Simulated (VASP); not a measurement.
# Ca (P6_3/mmc) in VASP: further runs, part 2 of 3

VASP 6.6.1. The steps go on from the part before.

## 3. Single point, r2SCAN (volume scaled by 0.96)

Input file POSCAR:

```
Ca
1.0
    3.8832705288      0.0000000000      0.0000000000
   -1.9416352644      3.3630109277      0.0000000000
    0.0000000000      0.0000000000      6.3868609833
Ca
2
Direct
    0.3333333333      0.6666666667      0.2500000000
    0.6666666667      0.3333333333      0.7500000000
```

Input file INCAR.step1:

```
SYSTEM = Ca
PREC     = Accurate       ! precision mode
ENCUT    = 520            ! plane-wave cutoff, eV
ISMEAR   = -1             ! smearing method
SIGMA    = 0.1            ! smearing width, eV
LREAL    = .FALSE.        ! projectors in reciprocal space
LASPH    = .TRUE.         ! aspherical terms in the spheres
NELM     = 60             ! most SCF steps
NBANDS   = 17             ! bands
GGA      = PE             ! functional
ALGO     = Normal         ! electronic algorithm
EDIFF    = 1E-4           ! SCF threshold, eV
LWAVE    = .TRUE.         ! write WAVECAR
LCHARG   = .FALSE.        ! write CHGCAR
```

Input file INCAR.step2:

```
SYSTEM = Ca
PREC     = Accurate       ! precision mode
ENCUT    = 520            ! plane-wave cutoff, eV
EDIFF    = 1E-7           ! SCF threshold, eV
ISMEAR   = -1             ! smearing method
SIGMA    = 0.1            ! smearing width, eV
LREAL    = .FALSE.        ! projectors in reciprocal space
LASPH    = .TRUE.         ! aspherical terms in the spheres
NELM     = 60             ! most SCF steps
ALGO     = Normal         ! electronic algorithm
ISIF     = 2              ! what is computed and relaxed
LWAVE    = .FALSE.        ! write WAVECAR
LCHARG   = .FALSE.        ! write CHGCAR
METAGGA  = R2SCAN         ! meta-GGA
LMIXTAU  = .TRUE.       
NBANDS   = 17             ! bands
ISTART   = 1
```

Input file KPOINTS:

```
regular mesh
0
G
  10 10 6
  0 0 0
```

Potentials or basis: VASP PAW PBE potentials, release 64 (Ca_sv).

Command:

```
cat potpaw_PBE.64/Ca_sv/POTCAR > POTCAR
cp INCAR.step1 INCAR
mpirun -np 1 vasp_std > vasp.out
cp INCAR.step2 INCAR
mpirun -np 1 vasp_std > vasp.out
```

OUTCAR:

```text
SYSTEM = Ca
   PREC = Accurate
   ENCUT = 520
   EDIFF = 1E-7
   ISMEAR = -1
   LREAL = .FALSE.
   LASPH = .TRUE.
   NELM = 60
   ISIF = 2
   METAGGA = R2SCAN
   ISTART = 1

 ion  position               nearest neighbor table
   1  0.333  0.667  0.250-
   2  0.667  0.333  0.750-

  LATTYP: Found a hexagonal cell.
 ALAT       =     3.8832705288
 C/A-ratio  =     1.6447118314

  Lattice vectors:

 A1 = (   3.8832705288,   0.0000000000,   0.0000000000)
 A2 = (  -1.9416352644,   3.3630109277,   0.0000000000)
 A3 = (   0.0000000000,   0.0000000000,   6.3868609833)

Analysis of symmetry for initial positions (statically):
=====================================================================
 Subroutine PRICEL returns:
 Original cell was already a primitive cell.

 Routine SETGRP: Setting up the symmetry group for a
 hexagonal supercell.

 Subroutine GETGRP returns: Found 24 space group operations
 (whereof 12 operations were pure point group operations)
 out of a pool of 24 trial point group operations.

The static configuration has the point symmetry D_3d.
 The point group associated with its full space group is D_6h.

Analysis of symmetry for dynamics (positions and initial velocities):
=====================================================================
 Subroutine PRICEL returns:
 Original cell was already a primitive cell.

 Routine SETGRP: Setting up the symmetry group for a
 hexagonal supercell.

 Subroutine GETGRP returns: Found 24 space group operations
 (whereof 12 operations were pure point group operations)
 out of a pool of 24 trial point group operations.

The dynamic configuration has the point symmetry D_3d.
 The point group associated with its full space group is D_6h.

 Subroutine INISYM returns: Found 24 space group operations
 (whereof 12 operations are pure point group operations),
 and found     1 'primitive' translations

----------------------------------------------------------------------------------------

                                     Primitive cell

  volume of cell :      83.4091

  direct lattice vectors                    reciprocal lattice vectors
     3.883270529  0.000000000  0.000000000     0.257514894  0.148676294  0.000000000
    -1.941635264  3.363010928  0.000000000     0.000000000  0.297352587  0.000000000
     0.000000000  0.000000000  6.386860983     0.000000000  0.000000000  0.156571437

  length of vectors
     3.883270529  3.883270529  6.386860983     0.297352587  0.297352587  0.156571437

  position of ions in fractional coordinates (direct lattice)
     0.333333333  0.666666667  0.250000000
     0.666666667  0.333333333  0.750000000

  ion indices of the primitive-cell ions
   primitive index   ion index
                 1           1
                 2           2

----------------------------------------------------------------------------------------

 KPOINTS: regular mesh

Automatic generation of k-mesh.
 Grid dimensions read from file:
 generate k-points for:   10   10    6

 Generating k-lattice:

  Cartesian coordinates                     Fractional coordinates (reciprocal lattice)
     0.025751489  0.014867629  0.000000000     0.100000000  0.000000000  0.000000000
     0.000000000  0.029735259  0.000000000     0.000000000  0.100000000  0.000000000
     0.000000000  0.000000000  0.026095239     0.000000000  0.000000000  0.166666667

  Length of vectors
     0.029735259  0.029735259  0.026095239

  Shift w.r.t. Gamma in fractional coordinates (k-lattice)
     0.000000000  0.000000000  0.000000000

 Subroutine IBZKPT returns following result:
 ===========================================

 Found     56 irreducible k-points:

 Following reciprocal coordinates:
            Coordinates               Weight
  0.000000  0.000000  0.000000      1.000000
  0.100000  0.000000  0.000000      6.000000
  0.200000  0.000000  0.000000      6.000000
  0.300000  0.000000  0.000000      6.000000
  0.400000  0.000000  0.000000      6.000000
  0.500000  0.000000  0.000000      3.000000
[... 16 lines left out ...]
  0.300000  0.100000  0.166667     24.000000
  0.400000  0.100000  0.166667     24.000000
 [... further k-points ...]
   k-points           NKPTS =     56   k-points in BZ     NKDIM =     56   number of bands    NBANDS=     17
   number of dos      NEDOS =    301   number of ions     NIONS =      2
   total plane-waves  NPLWV =  43200
   dimension x,y,z NGX =    30 NGY =   30 NGZ =   48
   dimension x,y,z NGXF=    60 NGYF=   60 NGZF=   96
   ions per type =               2
   NGX,Y,Z   is equivalent  to a cutoff of  12.84, 12.84, 12.49 a.u.
   NGXF,Y,Z  is equivalent  to a cutoff of  25.69, 25.69, 24.99 a.u.
 SYSTEM =  Ca
   PREC   = accura    normal or accurate (medium, high low for compatibility)
   ISTART =      1    job   : 0-new  1-cont  2-samecut
   ICHARG =      0    charge: 1-file 2-atom 10-const
   ISPIN  =      1    spin polarized calculation?
   LNONCOLLINEAR =      F non collinear calculations
   LSORBIT =      F    spin-orbit coupling
   LASPH  =      T    aspherical Exc in radial PAW
   ENCUT  =  520.0 eV  38.22 Ry    6.18 a.u.   7.22  7.22 11.88*2*pi/ulx,y,z
   NELM   =     60;   NELMIN=  2; NELMDL=  0     # of ELM steps
   EDIFF  = 0.1E-06   stopping-criterion for ELM
   LREAL  =      F    real-space projection
   EDIFFG = 0.1E-05   stopping-criterion for IOM
   NSW    =      0    number of steps for IOM
   IBRION =     -1    ionic relax: 0-MD 1-quasi-New 2-CG
   NFREE  =      0    steps in history (QN), initial steepest desc. (CG)
   ISIF   =      2    stress and relaxation
   ISYM   =      2    0-nonsym 1-usesym 2-fastsym
   POTIM  = 0.5000    time-step for ionic-motion
   TEBEG  =    0.0;   TEEND  =   0.0 temperature during run
   PSTRESS=    0.0 pullay stress
   NELECT =      20.0000    total number of electrons
   NUPDOWN=      -1.0000    fix difference up-down
   EMIN   =  10.00;   EMAX   =-10.00  energy-range for DOS
   EFERMI =   0.00;   METHOD = LEGACY
   ISMEAR =    -1;   SIGMA  =   0.10  broadening in eV -4-tet -1-fermi 0-gaus
   EFERMI_NEDOS =   21; number of points for ismear=-14 and -15
   IALGO  =     38    algorithm
   IMIX   =      4    mixing-type and parameters
     AMIX     =   0.40;   BMIX     =  1.00
     AMIX_MAG =   1.60;   BMIX_MAG =  1.00
  volume/ion in A,a.u.               =      41.70       281.44
  Fermi-wavevector in a.u.,A,eV,Ry     =   1.017061  1.921967 14.074046  1.034413
  Thomas-Fermi vector in A             =   2.150440
   LORBIT       =      0    0 simple, 1 ext, 2 COOP (PROOUT), +10 PAW based schemes
   METAGGA = R2SCAN    functional components
   LHFCALC =     F    Hartree Fock is set to
   AEXX    =    0.0000 exact exchange contribution
   IVDW    =     0    specifies the selected vdW correction
   LEPSILON=     F    determine dielectric tensor
   LRPA    =     F    only Hartree local field effects (RPA)
 non-spin polarized calculation
  energy-cutoff  :      520.00
  volume of cell :       83.41
 maximum number of plane-waves:      2260
 NGX is ok and might be reduce to    30
   NGX = 15   NGY = 15   NGZ = 23

 number of electron      19.9999995 magnetization

 Free energy of the ion-electron system (eV)
  ---------------------------------------------------
  ext. energy  EPLUGINS =         0.00000000
  ---------------------------------------------------
  free energy    TOTEN  =       -14.07992530 eV

  energy without entropy =      -14.00375562  energy(sigma->0) =      -14.04184046

 E-fermi :   2.1031     XC(G=0):  -8.2599

 val. band max:        2.0533693449   @ k =   0.3000   0.3000   0.0000
 cond. band min:       2.1169050973   @ k =   0.3000   0.3000   0.1667
 fundamental gap:      0.0635357524
 Fermi energy:         2.1031197365

 k-point     1 :       0.0000    0.0000    0.0000
  band No.  band energies     occupation
      1     -41.6837      2.00000
      2     -41.6689      2.00000
      3     -21.8554      2.00000
      4     -21.7345      2.00000
      5     -21.7344      2.00000
      6     -21.7144      2.00000
[... 9 lines left out ...]
     16       5.0895      0.00000
     17       5.5308      0.00000
[... 441 lines left out ...]
 k-point    24 :       0.4000    0.1000    0.1667
  band No.  band energies     occupation
      1     -41.6679      2.00000
      2     -41.6637      2.00000
      3     -21.8529      2.00000
      4     -21.8324      2.00000
      5     -21.7820      2.00000
      6     -21.7697      2.00000
[... 9 lines left out ...]
     16       6.1896      0.00000
     17       6.3561      0.00000

 [... further k-points ...]

------------------------ aborting loop because EDIFF is reached ----------------------------------------

  FORCE on cell =-STRESS in cart. coord.  units (eV):
  Direction    XX          YY          ZZ          XY          YZ          ZX
  --------------------------------------------------------------------------------------
  -------------------------------------------------------------------------------------
  Total        0.4224698      0.4224698      0.4559080     -0.0000000     -0.0000000      0.0000000
  in kB        8.1150813      8.1150813      8.7573835     -0.0000000     -0.0000000      0.0000000
  external PRESSURE =       8.3291820 kB  Pullay stress =       0.0000000 kB

 VOLUME and BASIS-vectors are now :
 -----------------------------------------------------------------------------
  energy-cutoff  :      520.00
  volume of cell :       83.41
      direct lattice vectors                 reciprocal lattice vectors
     3.883270529  0.000000000  0.000000000     0.257514894  0.148676294  0.000000000
    -1.941635264  3.363010928  0.000000000     0.000000000  0.297352587  0.000000000
     0.000000000  0.000000000  6.386860983     0.000000000  0.000000000  0.156571437

 POSITION                                       TOTAL-FORCE (eV/Angst)
 -----------------------------------------------------------------------------------
     -0.00000      2.24201      1.59672        -0.000000     -0.000000      0.000000
      1.94164      1.12100      4.79015         0.000000      0.000000      0.000000
 -----------------------------------------------------------------------------------
    total drift:                               -0.000000      0.000000      0.000000

  FREE ENERGIE OF THE ION-ELECTRON SYSTEM (eV)
  ---------------------------------------------------
  free  energy   TOTEN  =       -14.0799252998 eV

  energy  without entropy=      -14.0037556193  energy(sigma->0) =      -14.04184046
```

Wall time 4.3 min (1 thread of Oxide Virtual Turin-like, shared host); peak memory 0.21 GiB.

Results:

| Quantity | Value |
| --- | --- |
| Free energy | -14.0799 eV |
| Pressure | 0.8 GPa |
| Band gap on the k mesh | zero (band 10 reaches 2.30 eV, above the bottom of band 11 at 1.74 eV) |

Caveat: the cell differs from its parent crystal (volume scaled by 0.96); the PAW data sets were made with another functional, which shifts forces and pressure a little.

## 4. Single point, r2SCAN

This run uses another cell than the first one, of 43.44 Å³/atom, 1.087 times its volume.

Input file POSCAR:

```
Ca
1.0
    3.9364726266      0.0000000000      0.0000000000
   -1.9682363133      3.4090852959      0.0000000000
    0.0000000000      0.0000000000      6.4743631030
Ca
2
Direct
    0.3333333333      0.6666666667      0.2500000000
    0.6666666667      0.3333333333      0.7500000000
```

Input file INCAR.step1:

```
SYSTEM = Ca
PREC = Accurate
ENCUT = 520
ISMEAR = -1
SIGMA = 0.1
LREAL = .FALSE.
LASPH = .TRUE.
NELM = 60
NBANDS = 17
GGA = PE
ALGO = Normal
EDIFF = 1E-4
LWAVE = .TRUE.
LCHARG = .FALSE.
```

Input file INCAR.step2:

```
SYSTEM = Ca
PREC = Accurate
ENCUT = 520
EDIFF = 1E-6
ISMEAR = -1
SIGMA = 0.1
LREAL = .FALSE.
LASPH = .TRUE.
NELM = 60
ALGO = Normal
ISIF = 2
LWAVE = .FALSE.
LCHARG = .TRUE.
METAGGA = R2SCAN
LMIXTAU = .TRUE.
LELF = .TRUE.
LVHAR = .TRUE.
NBANDS = 17
ISTART = 1
```

KPOINTS is that of step 3.

Command:

```
cat potpaw_PBE.64/Ca_sv/POTCAR > POTCAR
cp INCAR.step1 INCAR
mpirun -np 1 vasp_std > vasp.out
cp INCAR.step2 INCAR
mpirun -np 1 vasp_std > vasp.out
```

It took 3.2 min on 1 thread of Oxide Virtual Turin-like, shared host; peak memory 0.21 GiB.

Results (log left out):

```yaml
Free_energy: -14.0906 eV
Pressure: 0.1 GPa
Band_gap_on_the_k_mesh: zero (band 10 reaches 2.14 eV, above the bottom of band 11 at 1.55 eV)
```

Levels at points of the mesh, in eV from the Fermi level:
| k point | band 7 | band 8 | band 9 | band 10 | band 11 | band 12 | band 13 | band 14 |
| --- | --- | --- | --- | --- | --- | --- | --- | --- |
| (0.00, 0.00, 0.00) | -23.92 | -23.91 | -4.29 | -1.02 | -0.39 | 2.57 | 2.59 | 2.59 |
| (0.50, 0.00, 0.00) | -23.94 | -23.94 | -1.14 | -0.82 | 0.30 | 0.51 | 1.48 | 2.09 |
| (0.00, 0.00, 0.50) | -23.93 | -23.93 | -3.25 | -3.25 | 1.57 | 1.57 | 2.59 | 2.59 |
| (0.50, 0.00, 0.50) | -23.95 | -23.95 | -0.65 | -0.65 | 0.01 | 0.01 | 1.66 | 1.66 |

Caveat: the PAW data sets were made with another functional, which shifts forces and pressure a little.

[end of part 2 of 3]
